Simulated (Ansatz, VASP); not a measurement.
## Au: VASP beside Ansatz

INCAR

```
SYSTEM = Au
PREC     = Accurate       ! precision mode
ENCUT    = 400            ! plane-wave cutoff, eV
EDIFF    = 1E-8           ! SCF threshold, eV
ISMEAR   = -1             ! smearing method
SIGMA    = 0.03           ! smearing width, eV
LREAL    = .False.        ! projectors in reciprocal space
LASPH    = .True.         ! aspherical terms in the spheres
NELM     = 120            ! most SCF steps
ALGO     = Normal         ! electronic algorithm
ISIF     = 2              ! what is computed and relaxed
LWAVE    = .False.        ! write WAVECAR
LCHARG   = .False.        ! write CHGCAR
GGA      = PS             ! functional
LEFG     = .True.       
NBANDS   = 26             ! bands
GGA_COMPAT= .False.
```

KPOINTS

```
regular mesh
0
Gamma
  14 14 8
  0 0 0
```

Contents of POSCAR:

```
Au
1.0
    2.9287131334      0.0000000000      0.0000000000
   -1.4643565667      2.5363399740      0.0000000000
    0.0000000000      0.0000000000      4.9283199742
Au
2
Direct
    0.3333333333      0.6666666667      0.7500000000
    0.6666666667      0.3333333333      0.2500000000
```

Input for Ansatz:

```yaml
crystal:
  lattice:
    - [2.9287131334, 0.0, 0.0]
    - [-1.4643565667, 2.536339974, 0.0]
    - [0.0, 0.0, 4.9283199742]
  atoms:
    - { symbol: Au, position: [0.3333333333, 0.6666666667, 0.75] }
    - { symbol: Au, position: [0.6666666667, 0.3333333333, 0.25] }
kpoints:
  mp_grid: { grid: [14, 14, 8] }
scf:
  occupations: { method: fermi_dirac, width: 0.03 }
hamiltonian:
  xc: pbesol
  pseudopotentials: { kind: paw }
output:
  forces: true
  stress: true
  eigenvalues: true
  efg: { contact_densities: true }
```

Change from the starting cell: volume scaled by 1.03, PAW files.

Alike in both runs: task electric field gradients; functional PBEsol; k mesh 14 × 14 × 8; occupations fermi-dirac, width 0.03 eV; no spin polarisation.

```csv
,VASP,Ansatz
version,VASP 6.6.1,Ansatz 0.2.0
potentials or method,"VASP PAW PBE potentials, release 64 (Au_sv_GW)","PAW with Ansatz's default frozen-core files, scalar-relativistic"
plane-wave cutoff (eV),400,420
valence electrons in the cell,38,38
```

|  | VASP | Ansatz | Ansatz less VASP |
| --- | --- | --- | --- |
| size of Vzz on the site where it differs most (V/Å²) | 13.2 | 8.3 | -4.96 |

VASP's potentials were made for PBE, not for PBEsol.

Spin-orbit coupling is off throughout.
